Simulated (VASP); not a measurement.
# GaN in VASP: notebook

GaN is run at these levels: PBEsol; tasks: relaxation of shape and atoms at fixed volume, single point.

Everything below comes from runs of VASP 6.6.1. Logs are shortened: lines on timing, memory, paths and dates and some standing lists are left out, and cuts for length are marked.

### 1 The cell of the first run

Symmetry: P6_3mc, No. 186, hexagonal system. Conventional cell: a = 3.150 Å, b = 3.150 Å, c = 5.133 Å, α = 90.00°, β = 90.00°, γ = 120.00°. Within 2.6 Å of Ga (site symmetry 3m) lie 4 N at 1.93 Å. Within 2.6 Å of N (site symmetry 3m) lie 4 Ga at 1.93 Å.

### 2 Relaxation of shape and atoms at fixed volume, PBEsol (volume scaled by 0.97)

Contents of INCAR:

```
ALGO = Normal
EDIFF = 1E-6
EDIFFG = -0.01
ENCUT = 600
GGA = PS
IBRION = 2
ISIF = 4
ISMEAR = 0
LASPH = T
LCHARG = F
LREAL = F
LWAVE = F
NELM = 100
NSW = 50
PREC = Accurate
SIGMA = 0.02
```

Contents of KPOINTS:

```
k-points
0
Gamma
  12 12 6
```

Contents of POSCAR:

```
GaN
1.0
    3.1504290339      0.0000000000      0.0000000000
   -1.5752145170      2.7283515762      0.0000000000
    0.0000000000      0.0000000000      5.1330444579
Ga N
2 2
Direct
    0.3333333333      0.6666666667     -0.0008058931
    0.6666666667      0.3333333333      0.4991941069
    0.3333333333      0.6666666667      0.3758058931
    0.6666666667      0.3333333333      0.8758058931
```

Potentials or basis: VASP PAW PBE potentials, release 64 (Ga_d, N).

The run is started by

```console
$ cat potpaw_PBE.64/Ga_d/POTCAR potpaw_PBE.64/N/POTCAR > POTCAR
$ mpirun -np 1 vasp_std > vasp.out
```

OUTCAR:

```text
EDIFF = 1E-6
   EDIFFG = -0.01
   ENCUT = 600
   GGA = PS
   IBRION = 2
   ISIF = 4
   ISMEAR = 0
   LASPH = T
   LREAL = F
   NELM = 100
   NSW = 50
   PREC = Accurate

 ion  position               nearest neighbor table
   1  0.333  0.667  0.999-   4 1.93   4 1.93   4 1.93   3 1.93
   2  0.667  0.333  0.499-   3 1.93   3 1.93   3 1.93   4 1.93
   3  0.333  0.667  0.376-   2 1.93   2 1.93   2 1.93   1 1.93
   4  0.667  0.333  0.876-   1 1.93   1 1.93   1 1.93   2 1.93

  LATTYP: Found a hexagonal cell.
 ALAT       =     3.1504290339
 C/A-ratio  =     1.6293160083

  Lattice vectors:

 A1 = (   3.1504290339,   0.0000000000,   0.0000000000)
 A2 = (  -1.5752145170,   2.7283515762,   0.0000000000)
 A3 = (   0.0000000000,   0.0000000000,   5.1330444579)

Analysis of symmetry for initial positions (statically):
=====================================================================
 Subroutine PRICEL returns:
 Original cell was already a primitive cell.

 Routine SETGRP: Setting up the symmetry group for a
 hexagonal supercell.

 Subroutine GETGRP returns: Found 12 space group operations
 (whereof  6 operations were pure point group operations)
 out of a pool of 24 trial point group operations.

The static configuration has the point symmetry C_3v.
 The point group associated with its full space group is C_6v.

Analysis of symmetry for dynamics (positions and initial velocities):
=====================================================================
 Subroutine PRICEL returns:
 Original cell was already a primitive cell.

 Routine SETGRP: Setting up the symmetry group for a
 hexagonal supercell.

 Subroutine GETGRP returns: Found 12 space group operations
 (whereof  6 operations were pure point group operations)
 out of a pool of 24 trial point group operations.

The dynamic configuration has the point symmetry C_3v.
 The point group associated with its full space group is C_6v.

 Subroutine INISYM returns: Found 12 space group operations
 (whereof  6 operations are pure point group operations),
 and found     1 'primitive' translations

----------------------------------------------------------------------------------------

                                     Primitive cell

  volume of cell :      44.1210

  direct lattice vectors                    reciprocal lattice vectors
     3.150429034  0.000000000  0.000000000     0.317417085  0.183260839  0.000000000
    -1.575214517  2.728351576  0.000000000     0.000000000  0.366521679  0.000000000
     0.000000000  0.000000000  5.133044458     0.000000000  0.000000000  0.194816158

  length of vectors
     3.150429034  3.150429034  5.133044458     0.366521679  0.366521679  0.194816158

  position of ions in fractional coordinates (direct lattice)
     0.333333333  0.666666667  0.999194107
     0.666666667  0.333333333  0.499194107
     0.333333333  0.666666667  0.375805893
     0.666666667  0.333333333  0.875805893

  ion indices of the primitive-cell ions
   primitive index   ion index
                 1           1
                 2           2
                 3           3
                 4           4

----------------------------------------------------------------------------------------

 KPOINTS: k-points

Automatic generation of k-mesh.
 Grid dimensions read from file:
 generate k-points for:   12   12    6

 Generating k-lattice:

  Cartesian coordinates                     Fractional coordinates (reciprocal lattice)
     0.026451424  0.015271737  0.000000000     0.083333333  0.000000000  0.000000000
     0.000000000  0.030543473  0.000000000     0.000000000  0.083333333  0.000000000
     0.000000000  0.000000000  0.032469360     0.000000000  0.000000000  0.166666667

  Length of vectors
     0.030543473  0.030543473  0.032469360

  Shift w.r.t. Gamma in fractional coordinates (k-lattice)
     0.000000000  0.000000000  0.000000000

 Subroutine IBZKPT returns following result:
 ===========================================

 Found     76 irreducible k-points:

 Following reciprocal coordinates:
            Coordinates               Weight
  0.000000  0.000000  0.000000      1.000000
  0.083333 -0.000000  0.000000      6.000000
  0.166667 -0.000000  0.000000      6.000000
  0.250000 -0.000000  0.000000      6.000000
  0.333333  0.000000  0.000000      6.000000
  0.416667 -0.000000  0.000000      6.000000
[... 16 lines left out ...]
  0.250000 -0.000000  0.166667     12.000000
  0.333333  0.000000  0.166667     12.000000
 [... further k-points ...]
   k-points           NKPTS =     76   k-points in BZ     NKDIM =     76   number of bands    NBANDS=     22
   number of dos      NEDOS =    301   number of ions     NIONS =      4
   total plane-waves  NPLWV =  32928
   dimension x,y,z NGX =    28 NGY =   28 NGZ =   42
   dimension x,y,z NGXF=    56 NGYF=   56 NGZF=   84
   ions per type =               2   2
   NGX,Y,Z   is equivalent  to a cutoff of  14.78, 14.78, 13.60 a.u.
   NGXF,Y,Z  is equivalent  to a cutoff of  29.55, 29.55, 27.21 a.u.
 SYSTEM =  unknown system
   PREC   = accura    normal or accurate (medium, high low for compatibility)
   ISTART =      0    job   : 0-new  1-cont  2-samecut
   ICHARG =      2    charge: 1-file 2-atom 10-const
   ISPIN  =      1    spin polarized calculation?
   LNONCOLLINEAR =      F non collinear calculations
   LSORBIT =      F    spin-orbit coupling
   LASPH  =      T    aspherical Exc in radial PAW
   ENCUT  =  600.0 eV  44.10 Ry    6.64 a.u.   6.29  6.29 10.25*2*pi/ulx,y,z
   NELM   =    100;   NELMIN=  2; NELMDL= -5     # of ELM steps
   EDIFF  = 0.1E-05   stopping-criterion for ELM
   LREAL  =      F    real-space projection
   EDIFFG = -.1E-01   stopping-criterion for IOM
   NSW    =     50    number of steps for IOM
   IBRION =      2    ionic relax: 0-MD 1-quasi-New 2-CG
   NFREE  =      1    steps in history (QN), initial steepest desc. (CG)
   ISIF   =      4    stress and relaxation
   ISYM   =      2    0-nonsym 1-usesym 2-fastsym
   POTIM  = 0.5000    time-step for ionic-motion
   TEBEG  =    0.0;   TEEND  =   0.0 temperature during run
   PSTRESS=    0.0 pullay stress
   NELECT =      36.0000    total number of electrons
   NUPDOWN=      -1.0000    fix difference up-down
   EMIN   =  10.00;   EMAX   =-10.00  energy-range for DOS
   EFERMI =   0.00;   METHOD = LEGACY
   ISMEAR =     0;   SIGMA  =   0.02  broadening in eV -4-tet -1-fermi 0-gaus
   EFERMI_NEDOS =   21; number of points for ismear=-14 and -15
   IALGO  =     38    algorithm
   IMIX   =      4    mixing-type and parameters
     AMIX     =   0.40;   BMIX     =  1.00
     AMIX_MAG =   1.60;   BMIX_MAG =  1.00
  volume/ion in A,a.u.               =      11.03        74.44
  Fermi-wavevector in a.u.,A,eV,Ry     =   1.529774  2.890854 31.840475  2.340209
  Thomas-Fermi vector in A             =   2.637349
   LORBIT       =      0    0 simple, 1 ext, 2 COOP (PROOUT), +10 PAW based schemes
   GGA     = PS    functional components
   LHFCALC =     F    Hartree Fock is set to
   AEXX    =    0.0000 exact exchange contribution
   IVDW    =     0    specifies the selected vdW correction
   LEPSILON=     F    determine dielectric tensor
   LRPA    =     F    only Hartree local field effects (RPA)
 conjugate gradient relaxation of ions
 non-spin polarized calculation
 Gauss-broadening in eV      SIGMA  =   0.02
  energy-cutoff  :      600.00
  volume of cell :       44.12
 maximum number of plane-waves:      1496
 NGX is ok and might be reduce to    28
   NGX = 13   NGY = 13   NGZ = 21

 number of electron      35.9999990 magnetization

 Free energy of the ion-electron system (eV)
  ---------------------------------------------------
  ext. energy  EPLUGINS =         0.00000000
  ---------------------------------------------------
  free energy    TOTEN  =       -26.24788193 eV

  energy without entropy =      -26.24788193  energy(sigma->0) =      -26.24788193

 E-fermi :   5.7306     XC(G=0): -12.0934

 val. band max:        5.5758905949   @ k =   0.0000   0.0000   0.0000
 cond. band min:       7.6721573738   @ k =   0.0000   0.0000   0.0000
 fundamental gap:      2.0962667790
 Fermi energy:         5.7305838475

 k-point     1 :       0.0000    0.0000    0.0000
  band No.  band energies     occupation
      1     -10.7123      2.00000
      2      -9.6421      2.00000
      3      -7.8609      2.00000
      4      -7.8442      2.00000
      5      -7.8442      2.00000
      6      -7.7752      2.00000
[... 14 lines left out ...]
     21      14.8654      0.00000
     22      15.5695      0.00000

 k-point     2 :       0.0833   -0.0000    0.0000
  band No.  band energies     occupation
      1     -10.6373      2.00000
      2      -9.6209      2.00000
      3      -7.8547      2.00000
      4      -7.8329      2.00000
      5      -7.8233      2.00000
      6      -7.7670      2.00000
[... 14 lines left out ...]
     21      14.6614      0.00000
     22      15.0559      0.00000

 k-point     3 :       0.1667   -0.0000    0.0000
  band No.  band energies     occupation
      1     -10.4307      2.00000
      2      -9.5685      2.00000
      3      -7.8282      2.00000
      4      -7.8052      2.00000
      5      -7.7674      2.00000
      6      -7.7305      2.00000
[... 14 lines left out ...]
     21      13.7783      0.00000
     22      14.5563      0.00000
[... 476 lines left out ...]
 k-point    23 :       0.2500   -0.0000    0.1667
  band No.  band energies     occupation
      1     -10.0863      2.00000
      2      -9.5276      2.00000
      3      -7.8012      2.00000
      4      -7.7706      2.00000
      5      -7.7266      2.00000
      6      -7.6685      2.00000
[... 14 lines left out ...]
     21      12.9413      0.00000
     22      14.0582      0.00000

 k-point    24 :       0.3333    0.0000    0.1667
  band No.  band energies     occupation
      1      -9.8393      2.00000
      2      -9.4748      2.00000
      3      -7.7932      2.00000
      4      -7.7526      2.00000
      5      -7.6952      2.00000
      6      -7.6136      2.00000
[... 14 lines left out ...]
     21      12.6741      0.00000
     22      13.9937      0.00000

 [... further k-points ...]

------------------------ aborting loop because EDIFF is reached ----------------------------------------

  FORCE on cell =-STRESS in cart. coord.  units (eV):
  Direction    XX          YY          ZZ          XY          YZ          ZX
  --------------------------------------------------------------------------------------
  -------------------------------------------------------------------------------------
  Total        1.5521544      1.5521544      1.5547493     -0.0000000      0.0000000      0.0000000
  in kB       56.3638227     56.3638227     56.4580521     -0.0000000      0.0000000      0.0000000
  external PRESSURE =      56.3952325 kB  Pullay stress =       0.0000000 kB

 VOLUME and BASIS-vectors are now :
 -----------------------------------------------------------------------------
  energy-cutoff  :      600.00
  volume of cell :       44.12
      direct lattice vectors                 reciprocal lattice vectors
     3.150429034  0.000000000  0.000000000     0.317417085  0.183260839  0.000000000
    -1.575214517  2.728351576  0.000000000     0.000000000  0.366521679  0.000000000
     0.000000000  0.000000000  5.133044458     0.000000000  0.000000000  0.194816158

 POSITION                                       TOTAL-FORCE (eV/Angst)
 -----------------------------------------------------------------------------------
     -0.00000      1.81890      5.12891        -0.000000     -0.000000      0.005993
      1.57521      0.90945      2.56239        -0.000000      0.000000      0.005993
     -0.00000      1.81890      1.92903        -0.000000      0.000000     -0.005993
      1.57521      0.90945      4.49555         0.000000     -0.000000     -0.005993
 -----------------------------------------------------------------------------------
    total drift:                               -0.000000     -0.000000     -0.000094

  FREE ENERGIE OF THE ION-ELECTRON SYSTEM (eV)
  ---------------------------------------------------
  free  energy   TOTEN  =       -26.2478819272 eV

  energy  without entropy=      -26.2478819272  energy(sigma->0) =      -26.24788193

 reached required accuracy - stopping structural energy minimisation
```

Wall time 1.8 min (1 thread of Intel Xeon Platinum 8259CL at 2.50GHz (Skylake/Cascade Lake), shared host); peak memory 0.23 GiB.

Results:

| Item | Value |
| --- | --- |
| Free energy | -26.2479 eV |
| Pressure after relaxing | 5.6 GPa |
| Largest force after relaxing | 0.006 eV/Å |
| Band gap on the k mesh | 2.10 eV, direct |

Forces in eV/Å, atoms in the order of the input:
```
Ga   0.000  0.000  0.006
Ga   0.000  0.000  0.006
N    0.000  0.000 -0.006
N    0.000  0.000 -0.006
```

Final structure:
```
Ga N
1.0
     3.15043    0.00000    0.00000
    -1.57521    2.72835    0.00000
     0.00000    0.00000    5.13304
Ga N
2 2
Direct
  0.33333 0.66667 0.99919
  0.66667 0.33333 0.49919
  0.33333 0.66667 0.37581
  0.66667 0.33333 0.87581
```

Caveat: the relaxation stopped at its first step, so nothing moved; the PAW data sets were made with another functional, which shifts forces and pressure a little.

### 3 Single point, PBEsol (atoms moved at random and the cell strained at random)

Contents of INCAR:

```
ALGO     = Normal         # electronic algorithm
EDIFF    = 1E-6           # SCF threshold, eV
ENCUT    = 520            # plane-wave cutoff, eV
GGA      = PS             # functional
ISIF     = 2              # what is computed and relaxed
ISMEAR   = 0              # smearing method
LASPH    = True           # aspherical terms in the spheres
LCHARG   = False          # write CHGCAR
LREAL    = False          # projectors in reciprocal space
LWAVE    = False          # write WAVECAR
NBANDS   = 26             # bands
NELM     = 60             # most SCF steps
PREC     = Accurate       # precision mode
SIGMA    = 0.02           # smearing width, eV
```

KPOINTS is that of step 2.

Contents of POSCAR:

```
GaN
1.0
    3.1672160619     -0.0059465994     -0.0039749996
   -1.5887579371      2.7216004766      0.0114886635
   -0.0064575000      0.0178227000      5.1316977600
Ga N
2 2
Direct
    0.3252103771      0.6524144651     -0.0047328688
    0.6777918984      0.3380429143      0.4944618660
    0.3290954192      0.6499707118      0.3784727062
    0.6679036344      0.3595682776      0.8817982966
```

Potentials or basis: VASP PAW PBE potentials, release 64 (Ga_d, N).

The run is started by

```console
$ cat potpaw_PBE.64/Ga_d/POTCAR potpaw_PBE.64/N/POTCAR > POTCAR
$ mpirun -np 1 vasp_std > vasp.out
```

OUTCAR:

```text
EDIFF = 1E-6
   ENCUT = 520
   GGA = PS
   ISIF = 2
   ISMEAR = 0
   LASPH = True
   LREAL = False
   NELM = 60
   PREC = Accurate

 ion  position               nearest neighbor table
   1  0.325  0.652  0.995-   4 1.84   4 1.89   3 1.97   4 2.01
   2  0.678  0.338  0.494-   3 1.88   3 1.90   3 1.97   4 1.99
   3  0.329  0.650  0.378-   2 1.88   2 1.90   1 1.97   2 1.97
   4  0.668  0.360  0.882-   1 1.84   1 1.89   2 1.99   1 2.01

  LATTYP: Found a triclinic cell.
[... 898 lines left out ...]
  FORCE on cell =-STRESS in cart. coord.  units (eV):
  Direction    XX          YY          ZZ          XY          YZ          ZX
  --------------------------------------------------------------------------------------
  -------------------------------------------------------------------------------------
  Total        3.7523135      0.9152095      0.8289112     -0.1370944      0.0345489     -0.3369408
  in kB      136.0594708     33.1856406     30.0564504     -4.9710629      1.2527493    -12.2175251
  external PRESSURE =      66.4338539 kB  Pullay stress =       0.0000000 kB

 VOLUME and BASIS-vectors are now :
 -----------------------------------------------------------------------------
  energy-cutoff  :      520.00
  volume of cell :       44.19
      direct lattice vectors                 reciprocal lattice vectors
     3.167216062 -0.005946599 -0.003975000     0.316080828  0.184515957 -0.000243093
    -1.588757937  2.721600477  0.011488663     0.000689032  0.367838476 -0.001276658
    -0.006457500  0.017822700  5.131697760     0.000243293 -0.000680578  0.194869953

 POSITION                                       TOTAL-FORCE (eV/Angst)
 -----------------------------------------------------------------------------------
     -0.01294      1.79142      5.11361        -0.582211      1.216733      0.562973
      1.60645      0.92480      2.53862        -0.363563     -0.644966      0.610361
      0.00723      1.77375      1.94837         0.219049      0.749767     -0.334501
      1.53843      0.99035      4.52660         0.726725     -1.321534     -0.838833
 -----------------------------------------------------------------------------------
    total drift:                                0.000277     -0.000615     -0.000223

  FREE ENERGIE OF THE ION-ELECTRON SYSTEM (eV)
  ---------------------------------------------------
  free  energy   TOTEN  =       -26.1173815582 eV

  energy  without entropy=      -26.1173815582  energy(sigma->0) =      -26.11738156
```

stdout:

```text
POSCAR found type information on POSCAR GaN
 POSCAR found :  2 types and       4 ions
 scaLAPACK will be used
 -----------------------------------------------------------------------------
|                                                                             |
|                                                                             |
|     You enforced a specific xc type in the INCAR file but a different       |
|     I HOPE YOU KNOW WHAT YOU ARE DOING!                                     |
|                                                                             |
 -----------------------------------------------------------------------------

 LDA part: xc-table for (Slater+PW92), standard interpolation
 POSCAR, INCAR and KPOINTS ok, starting setup
 FFT: planning ... GRIDC
 FFT: planning ... GRID_SOFT
 FFT: planning ... GRID
 WAVECAR not read
 entering main loop
```

Wall time 14 min (1 thread of Oxide Virtual Turin-like, shared host); peak memory 0.45 GiB.

Results:

| Property | Result |
| --- | --- |
| Free energy | -26.1174 eV |
| Pressure | 6.6 GPa |
| Largest force | 1.726 eV/Å |
| Band gap on the k mesh | 2.00 eV, direct |

Forces on the atoms (eV/Å):
```
Ga  -0.582  1.217  0.563
Ga  -0.364 -0.645  0.610
N    0.219  0.750 -0.335
N    0.727 -1.322 -0.839
```

Caveat: the cell differs from its parent crystal (atoms moved at random and the cell strained at random); the PAW data sets were made with another functional, which shifts forces and pressure a little.
